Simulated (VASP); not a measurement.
# CrCuO2 (R-3m) in VASP: single point with PBE

Aim: the single point of CrCuO2 with PBE.

Everything below comes from runs of VASP 6.6.1. Logs are shortened: lines on timing, memory, paths and dates and some standing lists are left out, and cuts for length are marked.

### Step 1. The cell of the first run

Symmetry: R-3m, No. 166, trigonal system. Conventional cell: a = 3.013 Å, b = 3.013 Å, c = 17.109 Å, α = 90.00°, β = 90.00°, γ = 120.00°. Cr (site symmetry -3m) has 6 O at 2.00 Å within 2.7 Å. Within 2.5 Å of Cu (site symmetry -3m) lie 2 O at 1.86 Å. O (site symmetry 3m) has 1 Cu at 1.86 Å and 3 Cr at 2.00 Å within 2.5 Å.

### Step 2. Single point, PBE, non-collinear spin, typed start, spin-orbit coupling

INCAR reads:

```
SYSTEM = CrCuO2
PREC = Accurate ; ENCUT = 600
EDIFF = 1E-6 ; ISMEAR = 0
SIGMA = 0.05 ; LREAL = .False.
LASPH = .True. ; NELM = 200
ALGO = Normal ; ISIF = 2
LWAVE = .False. ; LCHARG = .False.
MAGMOM = 4 0 0 1 0 0 0 0 0 0 0 0 ; LORBIT = 11
LSORBIT = .True. ; GGA_COMPAT = .False.
LORBMOM = .True. ; LMAXMIX = 4
GGA = PE ; NBANDS = 49
KPAR = 4
```

KPOINTS reads:

```
regular mesh
0
Gamma
  10 10 10
  0 0 0
```

POSCAR reads:

```
CrCuO2
1.0
    1.5063689681      0.8697025294      5.7029938412
   -1.5063689681      0.8697025294      5.7029938412
    0.0000000000     -1.7394050583      5.7029938413
Cr Cu O
1 1 2
Direct
    0.5000000000      0.5000000000      0.5000000000
    0.0000000000      0.0000000000      0.0000000000
    0.1084413019      0.1084413019      0.1084413019
    0.8915586981      0.8915586981      0.8915586981
```

Potentials or basis: VASP PAW PBE potentials, release 64 (Cr_pv, Cu, O).

Run with:

```console
> cat potpaw_PBE.64/Cr_pv/POTCAR potpaw_PBE.64/Cu/POTCAR potpaw_PBE.64/O/POTCAR > POTCAR
> mpirun -np 4 vasp_ncl > vasp.out
```

OUTCAR:

```text
SYSTEM = CrCuO2
   PREC = Accurate
   ENCUT = 600
   EDIFF = 1E-6
   ISMEAR = 0
   LREAL = .False.
   LASPH = .True.
   NELM = 200
   ISIF = 2
   LORBIT = 11
   LSORBIT = .True.
   GGA = PE

 ion  position               nearest neighbor table
   1  0.500  0.500  0.500-   3 2.00   4 2.00   3 2.00   3 2.00   4 2.00   4 2.00
   2  0.000  0.000  0.000-   3 1.86   4 1.86
   3  0.108  0.108  0.108-   2 1.86   1 2.00   1 2.00   1 2.00
   4  0.892  0.892  0.892-   2 1.86   1 2.00   1 2.00   1 2.00

  LATTYP: Found a trigonal (rhomboedric) cell.
 ALAT       =     5.9623542926
 COS(alpha) =     0.8723393185

  Lattice vectors:

 A1 = (   1.5063689681,   0.8697025294,   5.7029938412)
 A2 = (  -1.5063689681,   0.8697025294,   5.7029938412)
 A3 = (   0.0000000000,  -1.7394050583,   5.7029938413)

Analysis of symmetry for initial positions (statically):
=====================================================================
 Subroutine PRICEL returns:
 Original cell was already a primitive cell.

 Routine SETGRP: Setting up the symmetry group for a
 trigonal (rhombohedral) supercell.

 Subroutine GETGRP returns: Found 12 space group operations
 (whereof 12 operations were pure point group operations)
 out of a pool of 12 trial point group operations.

The static configuration has the point symmetry D_3d.

Analysis of symmetry for dynamics (positions and initial velocities):
=====================================================================
 Subroutine PRICEL returns:
 Original cell was already a primitive cell.

 Routine SETGRP: Setting up the symmetry group for a
 trigonal (rhombohedral) supercell.

 Subroutine GETGRP returns: Found 12 space group operations
 (whereof 12 operations were pure point group operations)
 out of a pool of 12 trial point group operations.

The dynamic configuration has the point symmetry D_3d.

Analysis of structural, dynamic, and magnetic symmetry:
=====================================================================
 Subroutine PRICEL returns:
 Original cell was already a primitive cell.

 Routine SETGRP: Setting up the symmetry group for a
 trigonal (rhombohedral) supercell.

 Subroutine GETGRP returns: Found  4 space group operations
 (whereof  4 operations were pure point group operations)
 out of a pool of 12 trial point group operations.

The overall configuration has the point symmetry C_2h.

 Subroutine INISYM returns: Found  4 space group operations
 (whereof  4 operations are pure point group operations),
 and found     1 'primitive' translations

----------------------------------------------------------------------------------------

                                     Primitive cell

  volume of cell :      44.8287

  direct lattice vectors                    reciprocal lattice vectors
     1.506368968  0.869702529  5.702993841     0.331923991  0.191636406  0.058448833
    -1.506368968  0.869702529  5.702993841    -0.331923991  0.191636406  0.058448833
     0.000000000 -1.739405058  5.702993841     0.000000000 -0.383272811  0.058448833

  length of vectors
     5.962354293  5.962354293  5.962354293     0.387703900  0.387703900  0.387703900

  position of ions in fractional coordinates (direct lattice)
     0.500000000  0.500000000  0.500000000
     0.000000000  0.000000000  0.000000000
     0.108441302  0.108441302  0.108441302
     0.891558698  0.891558698  0.891558698

  ion indices of the primitive-cell ions
   primitive index   ion index
                 1           1
                 2           2
                 3           3
                 4           4

----------------------------------------------------------------------------------------

 KPOINTS: regular mesh

Automatic generation of k-mesh.
 Grid dimensions read from file:
 generate k-points for:   10   10   10

 Generating k-lattice:

  Cartesian coordinates                     Fractional coordinates (reciprocal lattice)
     0.033192399  0.019163641  0.005844883     0.100000000  0.000000000  0.000000000
    -0.033192399  0.019163641  0.005844883     0.000000000  0.100000000  0.000000000
     0.000000000 -0.038327281  0.005844883     0.000000000  0.000000000  0.100000000

  Length of vectors
     0.038770390  0.038770390  0.038770390

  Shift w.r.t. Gamma in fractional coordinates (k-lattice)
     0.000000000  0.000000000  0.000000000

 Subroutine IBZKPT returns following result:
 ===========================================

 Found    282 irreducible k-points:

 Following reciprocal coordinates:
            Coordinates               Weight
  0.000000  0.000000  0.000000      1.000000
  0.100000 -0.000000  0.000000      4.000000
[... 57 lines left out ...]
   EFERMI_NEDOS =   21; number of points for ismear=-14 and -15
   IALGO  =     38    algorithm
   IMIX   =      4    mixing-type and parameters
     AMIX     =   0.40;   BMIX     =  1.00
     AMIX_MAG =   1.60;   BMIX_MAG =  1.00
  volume/ion in A,a.u.               =      11.21        75.63
  Fermi-wavevector in a.u.,A,eV,Ry     =   1.507459  2.848684 30.918312  2.272432
  Thomas-Fermi vector in A             =   2.618042
   LORBIT       =     11    0 simple, 1 ext, 2 COOP (PROOUT), +10 PAW based schemes
   GGA     = PE    functional components
   LHFCALC =     F    Hartree Fock is set to
   AEXX    =    0.0000 exact exchange contribution
   IVDW    =     0    specifies the selected vdW correction
   LEPSILON=     F    determine dielectric tensor
   LRPA    =     F    only Hartree local field effects (RPA)
 Gauss-broadening in eV      SIGMA  =   0.05
  energy-cutoff  :      600.00
  volume of cell :       44.83
 maximum number of plane-waves:      3040
   NGX = 23   NGY = 23   NGZ = 23

 number of electron      34.9999996 magnetization       3.2468380     -0.0000000     -0.0000000

 number of electron      34.9999995 magnetization       2.9994054      0.0000000      0.0000000

 number of electron      34.9999995 magnetization       2.9994054     -0.0000000      0.0000000

 Free energy of the ion-electron system (eV)
  ---------------------------------------------------
  ext. energy  EPLUGINS =         0.00000000
  ---------------------------------------------------
  free energy    TOTEN  =       -28.92555653 eV

  energy without entropy =      -28.92555653  energy(sigma->0) =      -28.92555653

 E-fermi :   6.0038     XC(G=0): -11.4433

 val. band max:        5.7259912840   @ k =  -0.2000   0.5000   0.2000
 cond. band min:       6.8120398441   @ k =  -0.4000  -0.1000  -0.4000
 fundamental gap:      1.0860485602
 Fermi energy:         6.0037594653

 k-point     1 :       0.0000    0.0000    0.0000
  band No.  band energies     occupation
      1     -39.0019      1.00000
      2     -38.6535      1.00000
      3     -38.2502      1.00000
      4     -35.9004      1.00000
      5     -35.5977      1.00000
      6     -35.3090      1.00000
[... 1189 lines left out ...]
     46      11.8510      0.00000
     47      12.0444      0.00000

 [... further k-points ...]

 [bands above 47 left out]

------------------------ aborting loop because EDIFF is reached ----------------------------------------

  FORCE on cell =-STRESS in cart. coord.  units (eV):
  Direction    XX          YY          ZZ          XY          YZ          ZX
  --------------------------------------------------------------------------------------
  -------------------------------------------------------------------------------------
  Total        0.0720178      0.0725753      0.3196031      0.0000000     -0.0003288      0.0000000
  in kB        2.5739166      2.5938408     11.4226094      0.0000000     -0.0117501      0.0000000
  external PRESSURE =       5.5301223 kB  Pullay stress =       0.0000000 kB

 VOLUME and BASIS-vectors are now :
 -----------------------------------------------------------------------------
  energy-cutoff  :      600.00
  volume of cell :       44.83
      direct lattice vectors                 reciprocal lattice vectors
     1.506368968  0.869702529  5.702993841     0.331923991  0.191636406  0.058448833
    -1.506368968  0.869702529  5.702993841    -0.331923991  0.191636406  0.058448833
     0.000000000 -1.739405058  5.702993841     0.000000000 -0.383272811  0.058448833

 POSITION                                       TOTAL-FORCE (eV/Angst)
 -----------------------------------------------------------------------------------
      0.00000      0.00000      8.55449         0.000000      0.000000      0.000000
      0.00000      0.00000      0.00000         0.000000      0.000000      0.000000
      0.00000      0.00000      1.85532         0.000000      0.000114      0.020345
      0.00000      0.00000     15.25366         0.000000     -0.000114     -0.020345
 -----------------------------------------------------------------------------------
    total drift:                                0.000000      0.000000      0.000000

  FREE ENERGIE OF THE ION-ELECTRON SYSTEM (eV)
  ---------------------------------------------------
  free  energy   TOTEN  =       -28.9255565315 eV

  energy  without entropy=      -28.9255565315  energy(sigma->0) =      -28.92555653

 orbital moment (x)

 # of ion     p       d       tot
 ----------------------------------------
  1        -0.000  -0.030  -0.031
  2        -0.000   0.000   0.000
  3         0.001   0.000   0.001
  4         0.001   0.000   0.001
 ----------------------------------------
            0.001  -0.030  -0.029

 orbital moment (y)

 # of ion     p       d       tot
 ----------------------------------------
  1         0.000   0.000   0.000
  2        -0.000   0.000   0.000
  3         0.000   0.000   0.000
  4         0.000   0.000   0.000
 ----------------------------------------
           -0.000   0.000   0.000

 orbital moment (z)

 # of ion     p       d       tot
 ----------------------------------------
  1         0.000   0.000   0.000
  2         0.000   0.000   0.000
  3         0.000   0.000   0.000
  4         0.000   0.000   0.000
 ----------------------------------------
            0.000   0.000   0.000

 Spin-Orbit-Coupling matrix elements

 Ion:    1  E_soc:     -0.0209859
 l=   1
     0.0000000    -0.0029512    -0.0029398
    -0.0029512     0.0000000    -0.0029513
    -0.0029398    -0.0029513     0.0000000
 l=   2
     0.0000000    -0.0000958     0.0000000    -0.0001140    -0.0005091
    -0.0000958     0.0000000    -0.0002342    -0.0000670    -0.0001140
     0.0000000    -0.0002342     0.0000000    -0.0004208     0.0000000
    -0.0001140    -0.0000670    -0.0004208     0.0000000    -0.0000958
    -0.0005091    -0.0001140     0.0000000    -0.0000958     0.0000000
 l=   3
     0.0000000     0.0000000     0.0000000     0.0000000     0.0000000     0.0000000     0.0000000
     0.0000000     0.0000000     0.0000000     0.0000000     0.0000000     0.0000000     0.0000000
     0.0000000     0.0000000     0.0000000     0.0000000     0.0000000     0.0000000     0.0000000
     0.0000000     0.0000000     0.0000000     0.0000000     0.0000000     0.0000000     0.0000000
[... 49 lines left out ...]
 l=   2
     0.0000000     0.0000000     0.0000000     0.0000000     0.0000000
     0.0000000     0.0000000     0.0000000     0.0000000     0.0000000
     0.0000000     0.0000000     0.0000000     0.0000000     0.0000000
     0.0000000     0.0000000     0.0000000     0.0000000     0.0000000
     0.0000000     0.0000000     0.0000000     0.0000000     0.0000000
 l=   3
     0.0000000     0.0000000     0.0000000     0.0000000     0.0000000     0.0000000     0.0000000
     0.0000000     0.0000000     0.0000000     0.0000000     0.0000000     0.0000000     0.0000000
     0.0000000     0.0000000     0.0000000     0.0000000     0.0000000     0.0000000     0.0000000
     0.0000000     0.0000000     0.0000000     0.0000000     0.0000000     0.0000000     0.0000000
     0.0000000     0.0000000     0.0000000     0.0000000     0.0000000     0.0000000     0.0000000
     0.0000000     0.0000000     0.0000000     0.0000000     0.0000000     0.0000000     0.0000000
     0.0000000     0.0000000     0.0000000     0.0000000     0.0000000     0.0000000     0.0000000

 total charge

# of ion       s       p       d       tot
------------------------------------------
    1        0.288   6.329   4.072  10.689
    2        0.424   0.305   9.216   9.945
    3        1.550   3.492   0.000   5.042
    4        1.550   3.492   0.000   5.042
--------------------------------------------------
tot          3.811  13.619  13.287  30.717

 magnetization (x)

# of ion       s       p       d       tot
------------------------------------------
    1        0.030   0.027   2.785   2.842
    2        0.018   0.008   0.001   0.027
    3       -0.001  -0.006   0.000  -0.007
    4       -0.001  -0.006   0.000  -0.007
--------------------------------------------------
tot          0.046   0.023   2.786   2.855

 magnetization (y)

# of ion       s       p       d       tot
------------------------------------------
    1        0.000   0.000   0.000   0.000
    2        0.000   0.000   0.000   0.000
    3        0.000   0.000   0.000   0.000
    4        0.000   0.000   0.000   0.000
--------------------------------------------------
tot          0.000   0.000   0.000   0.000

 magnetization (z)

# of ion       s       p       d       tot
------------------------------------------
    1        0.000   0.000   0.000   0.000
    2        0.000   0.000   0.000   0.000
    3        0.000   0.000   0.000   0.000
    4        0.000   0.000   0.000   0.000
--------------------------------------------------
tot          0.000   0.000   0.000   0.000
```

It took 21 min on 4 MPI ranks of Intel Xeon 6975P-C (Granite Rapids), shared host; peak memory 1.5 GiB.

Results:

| Property | Result |
| --- | --- |
| Free energy | -28.9256 eV |
| Pressure | 0.6 GPa |
| Largest force | 0.020 eV/Å |
| Net moment | 3.00 μB per cell |
| Valence electrons inside the program's atomic spheres | Cr 10.69; Cu 9.95; O 5.04 |

Forces in eV/Å, atoms in the order of the input:
```
Cr   0.000  0.000  0.000
Cu   0.000  0.000  0.000
O    0.000  0.000  0.020
O    0.000  0.000 -0.020
```

Moments on the atoms (μB; x, y, z):
```
Cr   2.84  0.00  0.00
Cu   0.03  0.00  0.00
O   -0.01  0.00  0.00
O   -0.01  0.00  0.00
```
